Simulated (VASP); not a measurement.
# Li2O (Fm-3m) in VASP: further runs, part 2 of 2

VASP 6.6.1. Earlier steps stand in the parts before.

## 5. Electric field gradients, PBEsol (7.72 Å³/atom)

This run uses another cell than the first one, of 7.72 Å³/atom.

INCAR

```
  ALGO = Normal
  EDIFF = 1E-8
  ENCUT = 650
  GGA = PS
  GGA_COMPAT = False
  ISIF = 2
  ISMEAR = -1
  LASPH = True
  LCHARG = False
  LEFG = True
  LREAL = False
  LWAVE = False
  NBANDS = 13
  NELM = 120
  PREC = Accurate
  SIGMA = 0.03
```

KPOINTS

```
k-points
0
Gamma
  9 9 9
```

POSCAR

```
Li2O
1.0
    0.0000000000      2.2623541181      2.2623541181
    2.2623541181      0.0000000000      2.2623541181
    2.2623541181      2.2623541181      0.0000000000
Li O
2 1
Direct
    0.2500000000      0.2500000000      0.2500000000
    0.7500000000      0.7500000000      0.7500000000
    0.0000000000      0.0000000000      0.0000000000
```

Potentials or basis: VASP PAW PBE potentials, release 64 (Li_sv, O).

Run with:

```
$ cat potpaw_PBE.64/Li_sv/POTCAR potpaw_PBE.64/O/POTCAR > POTCAR
$ mpirun -np 1 vasp_std > vasp.out
```

OUTCAR:

```text
EDIFF = 1E-8
   ENCUT = 650
   GGA = PS
   ISIF = 2
   ISMEAR = -1
   LASPH = True
   LREAL = False
   NELM = 120
   PREC = Accurate

 ion  position               nearest neighbor table
   1  0.250  0.250  0.250-   3 1.96   3 1.96   3 1.96   3 1.96   2 2.26   2 2.26   2 2.26   2 2.26
                             2 2.26   2 2.26
   2  0.750  0.750  0.750-   3 1.96   3 1.96   3 1.96   3 1.96   1 2.26   1 2.26   1 2.26   1 2.26
                             1 2.26   1 2.26
   3  0.000  0.000  0.000-   2 1.96   2 1.96   2 1.96   1 1.96   2 1.96   1 1.96   1 1.96   1 1.96

  LATTYP: Found a face centered cubic cell.
 ALAT       =     4.5247082362

  Lattice vectors:

 A1 = (   0.0000000000,   2.2623541181,   2.2623541181)
 A2 = (   2.2623541181,   0.0000000000,   2.2623541181)
 A3 = (   2.2623541181,   2.2623541181,   0.0000000000)

Analysis of symmetry for initial positions (statically):
=====================================================================
 Subroutine PRICEL returns:
 Original cell was already a primitive cell.

 Routine SETGRP: Setting up the symmetry group for a
 face centered cubic supercell.

 Subroutine GETGRP returns: Found 48 space group operations
 (whereof 48 operations were pure point group operations)
 out of a pool of 48 trial point group operations.

The static configuration has the point symmetry O_h .

Analysis of symmetry for dynamics (positions and initial velocities):
=====================================================================
 Subroutine PRICEL returns:
 Original cell was already a primitive cell.

 Routine SETGRP: Setting up the symmetry group for a
 face centered cubic supercell.

[... 542 lines left out ...]
     13      25.7649      0.00000

 [... further k-points ...]

------------------------ aborting loop because EDIFF is reached ----------------------------------------

  FORCE on cell =-STRESS in cart. coord.  units (eV):
  Direction    XX          YY          ZZ          XY          YZ          ZX
  --------------------------------------------------------------------------------------
  -------------------------------------------------------------------------------------
  Total        0.4573712      0.4573712      0.4573712      0.0000000      0.0000000     -0.0000000
  in kB       31.6422738     31.6422738     31.6422738      0.0000000      0.0000000     -0.0000000
  external PRESSURE =      31.6422738 kB  Pullay stress =       0.0000000 kB

 VOLUME and BASIS-vectors are now :
 -----------------------------------------------------------------------------
  energy-cutoff  :      650.00
  volume of cell :       23.16
      direct lattice vectors                 reciprocal lattice vectors
     0.000000000  2.262354118  2.262354118    -0.221008725  0.221008725  0.221008725
     2.262354118  0.000000000  2.262354118     0.221008725 -0.221008725  0.221008725
     2.262354118  2.262354118  0.000000000     0.221008725  0.221008725 -0.221008725

 POSITION                                       TOTAL-FORCE (eV/Angst)
 -----------------------------------------------------------------------------------
      1.13118      1.13118      1.13118        -0.000000     -0.000000     -0.000000
      3.39353      3.39353      3.39353         0.000000      0.000000      0.000000
      0.00000      0.00000      0.00000         0.000000      0.000000      0.000000
 -----------------------------------------------------------------------------------
    total drift:                                0.000000      0.000000      0.000000

  FREE ENERGIE OF THE ION-ELECTRON SYSTEM (eV)
  ---------------------------------------------------
  free  energy   TOTEN  =       -14.7414318895 eV

  energy  without entropy=      -14.7414318895  energy(sigma->0) =      -14.74143189

 Electric field gradients (V/A^2)
---------------------------------------------------------------------
 ion       V_xx      V_yy      V_zz      V_xy      V_xz      V_yz
---------------------------------------------------------------------
   1       0.000     0.000     0.000     0.002     0.002     0.002
   2       0.000     0.000     0.000     0.002     0.002     0.002
   3      -0.000    -0.000     0.000     0.001     0.001     0.001
---------------------------------------------------------------------

 Electric field gradients after diagonalization (V/A^2)
 (convention: |V_zz| > |V_xx| > |V_yy|)
----------------------------------------------------------------------
 ion       V_xx      V_yy      V_zz     asymmetry (V_yy - V_xx)/ V_zz
----------------------------------------------------------------------
   1      -0.002    -0.002     0.004       0.000
   2      -0.002    -0.002     0.004       0.000
   3      -0.001    -0.001     0.003       0.000
----------------------------------------------------------------------

           NMR quadrupolar parameters

 Cq : quadrupolar parameter    Cq=e*Q*V_zz/h
 eta: asymmetry parameters     (V_yy - V_xx)/ V_zz
 Q  : nuclear electric quadrupole moment in mb (millibarn)
----------------------------------------------------------------------
 ion       Cq(MHz)       eta       Q (mb)
----------------------------------------------------------------------
   1       0.000       0.000       1.000
   2       0.000       0.000       1.000
   3       0.000       0.000       1.000
----------------------------------------------------------------------
```

stdout:

```text
POSCAR found type information on POSCAR LiO
 POSCAR found :  2 types and       3 ions
 scaLAPACK will be used
 -----------------------------------------------------------------------------
|                                                                             |
|                                                                             |
|     You enforced a specific xc type in the INCAR file but a different       |
|     I HOPE YOU KNOW WHAT YOU ARE DOING!                                     |
|                                                                             |
 -----------------------------------------------------------------------------

 LDA part: xc-table for (Slater+PW92), standard interpolation
 POSCAR, INCAR and KPOINTS ok, starting setup
 FFT: planning ... GRIDC
 FFT: planning ... GRID_SOFT
 FFT: planning ... GRID
 WAVECAR not read
 entering main loop
ion   1

ion   2

ion   3
```

Wall time 8.6 s (1 thread of Intel Xeon 6975P-C (Granite Rapids), shared host); peak memory 0.15 GiB.

What came out:

* Free energy: -14.7414 eV
* Pressure: 3.2 GPa
* Band gap on the k mesh: 5.04 eV (least direct gap 5.63 eV)
* Largest electric field gradient by atom: zero within the noise of the run

Caveat: the cell stands under pressure; the PAW data sets were made with another functional, which shifts forces and pressure a little; an odd mesh through Γ misses points on the zone boundary, where band edges can lie.

## 6. Summary

| task | cell | k mesh for the DOS | occupations for the DOS | gap on the mesh (eV) | pressure (GPa) |
| --- | --- | --- | --- | --- | --- |
| electric field gradients | a = 3.309 Å, angles 60.0°, 3 atoms | - | - | 4.84 | -5.0 |
| single point | a = 3.266 Å, angles 60.0°, 3 atoms | 14 × 14 × 14 | tetrahedron | - | - |
| electric field gradients | a = 3.199 Å, angles 60.0°, 3 atoms | - | - | 5.04 | 3.2 |

Alike in all rows: level PBEsol; potentials or basis VASP PAW PBE potentials, release 64 (Li_sv, O); no spin polarisation; k mesh 9 × 9 × 9; cutoff (eV) 650; smearing fermi-dirac 0.03 eV.

Caveats: the PAW data sets were made with another functional, which shifts forces and pressure a little; an odd mesh through Γ misses points on the zone boundary, where band edges can lie (at least some runs); the cell stands under tension (at least some runs); the cell stands under pressure (at least some runs).

Total energies depend on the potentials used, so only differences within one code and one set of settings carry meaning.
